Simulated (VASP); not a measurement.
# Te (C2/c) in VASP: single point with PBE

Aim: the single point of Te with PBE.

All numbers are computed with VASP 6.6.1; they aren't measurements. Logs are shortened: lines on timing, memory, paths and dates and some standing lists are left out, and cuts for length are marked.

## Step 1: The cell of the first run

The structure is monoclinic, space group C2/c (No. 15). The conventional cell has a = 7.417 Å, b = 4.585 Å, c = 9.722 Å, α = 90.00°, β = 100.83°, γ = 90.00°. Within 3.6 Å of Te (site symmetry 1) lie 4 Te at 2.72 to 3.34 Å.

## Step 2: Single point, PBE

INCAR reads:

```
PREC     = Accurate       # precision mode
ENCUT    = 500            # plane-wave cutoff, eV
EDIFF    = 1E-6           # SCF threshold, eV
ISMEAR   = 0              # smearing method
SIGMA    = 0.1            # smearing width, eV
LREAL    = F              # projectors in reciprocal space
LASPH    = T              # aspherical terms in the spheres
NELM     = 120            # most SCF steps
ALGO     = Normal         # electronic algorithm
ISIF     = 2              # what is computed and relaxed
LWAVE    = F              # write WAVECAR
LCHARG   = F              # write CHGCAR
GGA      = PE             # functional
NBANDS   = 20             # bands
GGA_COMPAT= F
```

KPOINTS reads:

```
Automatic mesh
0
Gamma
  4 4 2
```

POSCAR reads:

```
Te
1.0
    3.7080722521     -2.2926221473      0.0469947664
    3.7080722521      2.2926221473      0.0469947664
   -1.9477889312      0.0000000000      9.5249835632
Te
4
Direct
    1.0465868191      0.5449547491      0.1424364930
    0.4550452509     -0.0465868191      0.3575635070
   -0.0465868191      0.4550452509      0.8575635070
    0.5449547491      1.0465868191      0.6424364930
```

Potentials or basis: VASP PAW PBE potentials, release 64 (Te).

Command:

```sh
$ cat potpaw_PBE.64/Te/POTCAR > POTCAR
$ mpirun -np 1 vasp_std > vasp.out
```

OUTCAR:

```text
PREC = Accurate
   ENCUT = 500
   EDIFF = 1E-6
   ISMEAR = 0
   LREAL = F
   LASPH = T
   NELM = 120
   ISIF = 2
   GGA = PE

 ion  position               nearest neighbor table
   1  0.047  0.545  0.142-   3 2.72   2 3.26   2 3.26   2 3.34
   2  0.455  0.953  0.358-   4 2.72   1 3.26   1 3.26   1 3.34
   3  0.953  0.455  0.858-   1 2.72   4 3.26   4 3.26   4 3.34
   4  0.545  0.047  0.642-   2 2.72   3 3.26   3 3.26   3 3.34

  LATTYP: Found a base centered monoclinic cell.
 ALAT       =     7.4167400750
 B/A-ratio  =     0.6182290667
 C/A-ratio  =     1.3108317282
 COS(beta)  =    -0.1879147875

  Lattice vectors:

 A1 = (   3.7080722521,  -2.2926221473,   0.0469947664)
 A2 = (   3.7080722521,   2.2926221473,   0.0469947664)
 A3 = (  -1.9477889312,   0.0000000000,   9.5249835632)

Analysis of symmetry for initial positions (statically):
=====================================================================
 Subroutine PRICEL returns:
 Original cell was already a primitive cell.

 Routine SETGRP: Setting up the symmetry group for a
 base centered monoclinic supercell.

 Subroutine GETGRP returns: Found  4 space group operations
 (whereof  2 operations were pure point group operations)
 out of a pool of  4 trial point group operations.

The static configuration has the point symmetry S_2 .
 The point group associated with its full space group is C_2h.

Analysis of symmetry for dynamics (positions and initial velocities):
=====================================================================
 Subroutine PRICEL returns:
 Original cell was already a primitive cell.

 Routine SETGRP: Setting up the symmetry group for a
 base centered monoclinic supercell.

 Subroutine GETGRP returns: Found  4 space group operations
 (whereof  2 operations were pure point group operations)
 out of a pool of  4 trial point group operations.

The dynamic configuration has the point symmetry S_2 .
 The point group associated with its full space group is C_2h.

 Subroutine INISYM returns: Found  4 space group operations
 (whereof  2 operations are pure point group operations),
 and found     1 'primitive' translations

----------------------------------------------------------------------------------------

                                     Primitive cell

  volume of cell :     162.3675

  direct lattice vectors                    reciprocal lattice vectors
     3.708072252 -2.292622147  0.046994766     0.134492395 -0.218090888  0.027502703
     3.708072252  2.292622147  0.046994766     0.134492395  0.218090888  0.027502703
    -1.947788931  0.000000000  9.524983563    -0.001327129  0.000000000  0.104715670

  length of vectors
     4.359830805  4.359830805  9.722098210     0.257697960  0.257697960  0.104724079

  position of ions in fractional coordinates (direct lattice)
     0.046586819  0.544954749  0.142436493
     0.455045251  0.953413181  0.357563507
     0.953413181  0.455045251  0.857563507
     0.544954749  0.046586819  0.642436493

  ion indices of the primitive-cell ions
   primitive index   ion index
                 1           1
                 2           2
                 3           3
                 4           4

----------------------------------------------------------------------------------------

 KPOINTS: Automatic mesh

Automatic generation of k-mesh.
 Grid dimensions read from file:
 generate k-points for:    4    4    2

 Generating k-lattice:

  Cartesian coordinates                     Fractional coordinates (reciprocal lattice)
     0.033623099 -0.054522722  0.006875676     0.250000000 -0.000000000  0.000000000
     0.033623099  0.054522722  0.006875676    -0.000000000  0.250000000  0.000000000
    -0.000663564  0.000000000  0.052357835     0.000000000  0.000000000  0.500000000

  Length of vectors
     0.064424490  0.064424490  0.052362040

  Shift w.r.t. Gamma in fractional coordinates (k-lattice)
     0.000000000  0.000000000  0.000000000

 Subroutine IBZKPT returns following result:
 ===========================================

 Found     14 irreducible k-points:

 Following reciprocal coordinates:
            Coordinates               Weight
  0.000000  0.000000  0.000000      1.000000
  0.250000  0.000000  0.000000      4.000000
  0.500000  0.000000  0.000000      2.000000
  0.250000  0.250000  0.000000      2.000000
  0.500000  0.250000  0.000000      4.000000
 -0.250000  0.250000  0.000000      2.000000
  0.500000  0.500000  0.000000      1.000000
  0.000000  0.000000  0.500000      1.000000
  0.250000 -0.000000  0.500000      4.000000
  0.500000 -0.000000  0.500000      2.000000
  0.250000  0.250000  0.500000      2.000000
  0.500000  0.250000  0.500000      4.000000
 -0.250000  0.250000  0.500000      2.000000
  0.500000  0.500000  0.500000      1.000000
   k-points           NKPTS =     14   k-points in BZ     NKDIM =     14   number of bands    NBANDS=     20
   number of dos      NEDOS =    301   number of ions     NIONS =      4
   total plane-waves  NPLWV =  73728
   dimension x,y,z NGX =    32 NGY =   32 NGZ =   72
   dimension x,y,z NGXF=    64 NGYF=   64 NGZF=  144
   ions per type =               4
   NGX,Y,Z   is equivalent  to a cutoff of  12.20, 12.20, 12.31 a.u.
   NGXF,Y,Z  is equivalent  to a cutoff of  24.40, 24.40, 24.62 a.u.
 SYSTEM =  unknown system
   PREC   = accura    normal or accurate (medium, high low for compatibility)
   ISTART =      0    job   : 0-new  1-cont  2-samecut
   ICHARG =      2    charge: 1-file 2-atom 10-const
   ISPIN  =      1    spin polarized calculation?
   LNONCOLLINEAR =      F non collinear calculations
   LSORBIT =      F    spin-orbit coupling
   LASPH  =      T    aspherical Exc in radial PAW
   ENCUT  =  500.0 eV  36.75 Ry    6.06 a.u.   7.95  7.95 17.73*2*pi/ulx,y,z
   NELM   =    120;   NELMIN=  2; NELMDL= -5     # of ELM steps
   EDIFF  = 0.1E-05   stopping-criterion for ELM
   LREAL  =      F    real-space projection
   EDIFFG = 0.1E-04   stopping-criterion for IOM
   NSW    =      0    number of steps for IOM
   IBRION =     -1    ionic relax: 0-MD 1-quasi-New 2-CG
   NFREE  =      0    steps in history (QN), initial steepest desc. (CG)
   ISIF   =      2    stress and relaxation
   ISYM   =      2    0-nonsym 1-usesym 2-fastsym
   POTIM  = 0.5000    time-step for ionic-motion
   TEBEG  =    0.0;   TEEND  =   0.0 temperature during run
   PSTRESS=    0.0 pullay stress
   NELECT =      24.0000    total number of electrons
   NUPDOWN=      -1.0000    fix difference up-down
   EMIN   =  10.00;   EMAX   =-10.00  energy-range for DOS
   EFERMI =   0.00;   METHOD = LEGACY
   ISMEAR =     0;   SIGMA  =   0.10  broadening in eV -4-tet -1-fermi 0-gaus
   EFERMI_NEDOS =   21; number of points for ismear=-14 and -15
   IALGO  =     38    algorithm
   IMIX   =      4    mixing-type and parameters
     AMIX     =   0.40;   BMIX     =  1.00
     AMIX_MAG =   1.60;   BMIX_MAG =  1.00
  volume/ion in A,a.u.               =      40.59       273.93
  Fermi-wavevector in a.u.,A,eV,Ry     =   0.865590  1.635728 10.194112  0.749246
  Thomas-Fermi vector in A             =   1.983855
   LORBIT       =      0    0 simple, 1 ext, 2 COOP (PROOUT), +10 PAW based schemes
   GGA     = PE    functional components
   LHFCALC =     F    Hartree Fock is set to
   AEXX    =    0.0000 exact exchange contribution
   IVDW    =     0    specifies the selected vdW correction
   LEPSILON=     F    determine dielectric tensor
   LRPA    =     F    only Hartree local field effects (RPA)
 non-spin polarized calculation
 Gauss-broadening in eV      SIGMA  =   0.10
  energy-cutoff  :      500.00
  volume of cell :      162.37
 maximum number of plane-waves:      4170
   NGX = 15   NGY = 15   NGZ = 35

 number of electron      24.0000001 magnetization

 Free energy of the ion-electron system (eV)
  ---------------------------------------------------
  ext. energy  EPLUGINS =         0.00000000
  ---------------------------------------------------
  free energy    TOTEN  =       -11.55648774 eV

  energy without entropy =      -11.55335053  energy(sigma->0) =      -11.55491913

 E-fermi :   3.9617     XC(G=0):  -8.2301

 val. band max:        3.8387246040   @ k =   0.2500   0.0000   0.0000
 cond. band min:       4.0855776214   @ k =   0.2500   0.0000   0.0000
 fundamental gap:      0.2468530174
 Fermi energy:         3.9617085355

 k-point     1 :       0.0000    0.0000    0.0000
  band No.  band energies     occupation
      1      -8.9005      2.00000
      2      -7.5136      2.00000
      3      -7.3957      2.00000
      4      -4.5502      2.00000
      5      -0.8026      2.00000
      6       1.6526      2.00000
[... 12 lines left out ...]
     19      10.1430      0.00000
     20      10.5180      0.00000

 k-point     2 :       0.2500    0.0000    0.0000
  band No.  band energies     occupation
      1      -8.6037      2.00000
      2      -7.6091      2.00000
      3      -6.9298      2.00000
      4      -4.8924      2.00000
      5      -0.7129      2.00000
      6       0.1039      2.00000
[... 12 lines left out ...]
     19       9.7013      0.00000
     20      10.1306      0.00000

 k-point     3 :       0.5000    0.0000    0.0000
  band No.  band energies     occupation
      1      -7.9760      2.00000
      2      -7.9756      2.00000
      3      -5.8923      2.00000
      4      -5.8919      2.00000
      5      -0.7642      2.00000
      6      -0.7623      2.00000
[... 12 lines left out ...]
     19      10.7871      0.00000
     20      10.7889      0.00000

 k-point     4 :       0.2500    0.2500    0.0000
  band No.  band energies     occupation
      1      -8.5798      2.00000
      2      -7.6287      2.00000
      3      -6.8280      2.00000
      4      -4.8605      2.00000
      5      -0.5218      2.00000
      6       0.5421      2.00000
[... 199 lines left out ...]
 k-point    13 :      -0.2500    0.2500    0.5000
  band No.  band energies     occupation
      1      -7.9815      2.00000
      2      -7.9815      2.00000
      3      -5.8855      2.00000
      4      -5.8855      2.00000
      5      -0.2771      2.00000
      6      -0.2771      2.00000
[... 12 lines left out ...]
     19      10.1285      0.00000
     20      10.1285      0.00000

 k-point    14 :       0.5000    0.5000    0.5000
  band No.  band energies     occupation
      1      -7.9369      2.00000
      2      -7.9369      2.00000
      3      -5.7625      2.00000
      4      -5.7625      2.00000
      5      -0.6438      2.00000
      6      -0.6438      2.00000
[... 12 lines left out ...]
     19      10.7522      0.00000
     20      10.7522      0.00000

------------------------ aborting loop because EDIFF is reached ----------------------------------------

  FORCE on cell =-STRESS in cart. coord.  units (eV):
  Direction    XX          YY          ZZ          XY          YZ          ZX
  --------------------------------------------------------------------------------------
  -------------------------------------------------------------------------------------
  Total       -0.1629637     -0.0662689      0.0740018      0.0000000      0.0000000      0.0346572
  in kB       -1.6080610     -0.6539155      0.7302200      0.0000000      0.0000000      0.3419832
  external PRESSURE =      -0.5105855 kB  Pullay stress =       0.0000000 kB

 VOLUME and BASIS-vectors are now :
 -----------------------------------------------------------------------------
  energy-cutoff  :      500.00
  volume of cell :      162.37
      direct lattice vectors                 reciprocal lattice vectors
     3.708072252 -2.292622147  0.046994766     0.134492395 -0.218090888  0.027502703
     3.708072252  2.292622147  0.046994766     0.134492395  0.218090888  0.027502703
    -1.947788931  0.000000000  9.524983563    -0.001327129  0.000000000  0.104715670

 POSITION                                       TOTAL-FORCE (eV/Angst)
 -----------------------------------------------------------------------------------
      1.91604      1.14257      1.38450         0.007610      0.000499      0.029204
      4.52621      1.14257      3.47198        -0.007610      0.000499     -0.029204
      3.55231     -1.14257      8.23447        -0.007610     -0.000499     -0.029204
      0.94215     -1.14257      6.14700         0.007610     -0.000499      0.029204
 -----------------------------------------------------------------------------------
    total drift:                                0.000000      0.000000     -0.000000

  FREE ENERGIE OF THE ION-ELECTRON SYSTEM (eV)
  ---------------------------------------------------
  free  energy   TOTEN  =       -11.5564877392 eV

  energy  without entropy=      -11.5533505270  energy(sigma->0) =      -11.55491913
```

Run time: 48 s. Hardware: 1 thread of Intel Xeon 8259CL, shared host; peak memory 0.24 GiB.

What came out:

```yaml
Free_energy: -11.5565 eV
Pressure: -0.1 GPa
Largest_force: 0.030 eV/Å
Band_gap_on_the_k_mesh: zero (bands 12 and 13 overlap by 0.86 eV)
```

Forces on the atoms (eV/Å):
```
Te   0.008  0.000  0.029
Te  -0.008  0.000 -0.029
Te  -0.008  0.000 -0.029
Te   0.008  0.000  0.029
```

Stress tensor (GPa, compression positive):
```
-0.16  0.00  0.03
 0.00 -0.07  0.00
 0.03  0.00  0.07
```

Levels at points of the mesh, in eV from the Fermi level:
| k point | band 9 | band 10 | band 11 | band 12 | band 13 | band 14 | band 15 | band 16 |
| --- | --- | --- | --- | --- | --- | --- | --- | --- |
| (0.00, 0.00, 0.00) | -1.17 | -0.72 | -0.68 | -0.55 | 0.97 | 1.15 | 1.54 | 1.92 |
| (0.50, 0.00, 0.00) | -2.14 | -2.14 | -1.19 | -1.19 | 0.55 | 0.56 | 2.43 | 2.43 |
| (0.50, 0.50, 0.00) | -2.77 | -2.11 | -0.93 | -0.74 | 0.38 | 1.42 | 1.83 | 2.29 |
| (0.00, 0.00, 0.50) | -1.46 | -1.46 | 0.41 | 0.41 | 0.43 | 0.43 | 1.61 | 1.61 |
| (0.50, 0.00, 0.50) | -2.66 | -1.58 | -0.66 | -0.52 | 0.69 | 1.59 | 2.09 | 2.30 |
| (0.50, 0.50, 0.50) | -2.13 | -2.13 | -1.37 | -1.37 | 0.31 | 0.31 | 2.13 | 2.13 |

Caveat: the k points lie up to 0.40 Å⁻¹ apart, too coarse for converged energies and pressures of a metal; spin-orbit coupling is left out, which moves the levels of the heavy elements.
